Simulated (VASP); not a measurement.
Set up this calculation in VASP 6.6.1, as the native input.

| Quantity | Value |
| --- | --- |
| Task | single point |
| Functional | PBE |
| Potentials or basis | VASP PAW PBE potentials, release 64 (Al, O) |
| Cutoff | 520 eV |
| k mesh | 4 × 4 × 4 |
| Occupations | gaussian, width 0.1 eV |
| Spin | no spin polarisation |
| Dipole correction | no |
| Further INCAR settings | ALGO = Normal; EDIFF = 1e-06; NBANDS = 24 |

The structure of AlO2 lies in POSCAR:

```
AlO2
1.0
    4.9764711975      0.0000000000      0.0000000000
    0.0000000000      4.9764711975      0.0000000000
    0.0000000000      0.0000000000      4.6335373057
Al O
2 4
Direct
    0.0000000000      0.5000000000      0.0000000000
    0.5000000000      0.0000000000      0.0000000000
    0.2499965819      0.7499965819      0.0000000000
    0.7500034181      0.2500034181      0.0000000000
    0.7499965819      0.7500034181      0.0000000000
    0.2500034181      0.2499965819      0.0000000000
```

These files were run (other wordings do the same):

INCAR

```
  ALGO = Normal
  EDIFF = 1E-6
  ENCUT = 520
  GGA = PE
  ISIF = 2
  ISMEAR = 0
  LASPH = True
  LCHARG = False
  LREAL = False
  LWAVE = False
  NBANDS = 24
  NELM = 100
  PREC = Accurate
  SIGMA = 0.1
```

KPOINTS

```
k-points
0
Gamma
  4 4 4
```

Potentials or basis: VASP PAW PBE potentials, release 64 (Al, O).

The run is started by

```console
$ cat potpaw_PBE.64/Al/POTCAR potpaw_PBE.64/O/POTCAR > POTCAR
$ mpirun -np 1 vasp_std > vasp.out
```

It gave:

```yaml
Pressure: 0.1 GPa
Band_gap_on_the_k_mesh: zero (band 15 reaches -0.55 eV, above the bottom of band 16 at -2.15 eV)
```

Run time: 32 s on 1 thread of Intel(R) Xeon(R) Platinum 8488C (Sapphire Rapids), on a shared host, peak memory 0.23 GiB.
